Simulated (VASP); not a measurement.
**C: elastic constants with LDA**

The system is C.

```
CELL_PARAMETERS angstrom
2.44494 0.00000 0.00000
-1.22247 2.11738 0.00000
0.00000 0.00000 6.64562
ATOMIC_POSITIONS crystal
C 0.00000 0.00000 0.00250
C 0.00000 0.00000 0.50250
C 0.33333 0.66667 0.00250
C 0.66667 0.33333 0.50250
```

| Item | Value |
| --- | --- |
| Program | VASP 6.6.1 |
| Task | elastic constants |
| Functional | LDA |
| Potentials or basis | VASP PAW LDA potentials, release 64 (C) |
| Cutoff | 600 eV |
| k mesh | 18 × 18 × 6 |
| Occupations | fermi-dirac, width 0.15 eV |
| Spin | no spin polarisation |
| Dipole correction | no |
| Ions in elastic constants | relaxed |
| Further INCAR settings | ALGO = Normal; EDIFF = 1e-08; NBANDS = 16; IBRION = 6; POTIM = 0.015; NSW = 1; ISIF = 3 |

```json
{"Voigt bulk modulus": "291 GPa", "Highest phonon frequency at Γ": "1603 cm⁻¹"}
```

Phonon frequencies in cm⁻¹ (negative: imaginary):
```
              q point                                  frequencies
(0.000, 0.000, 0.000)  0 0 0 43 43 113 882 888 1598 1598 1603 1603
```

Elastic tensor in Voigt notation (GPa, in the Cartesian axes of the cell as first typed):
```
1093  211   -4    0    0    0
 211 1093   -4    0    0    0
  -4   -4   29    0    0    0
   0    0    0    3    0    0
   0    0    0    0    3    0
   0    0    0    0    0  441
```

Clamped-ion elastic tensor (GPa):
```
1123  181   -4    0    0    0
 181 1123   -4    0    0    0
  -4   -4   29    0    0    0
   0    0    0    3    0    0
   0    0    0    0    3    0
   0    0    0    0    0  471
```

Run time: 60 min on 1 thread of Oxide Virtual Turin-like Processor, on a shared host, peak memory 0.61 GiB.
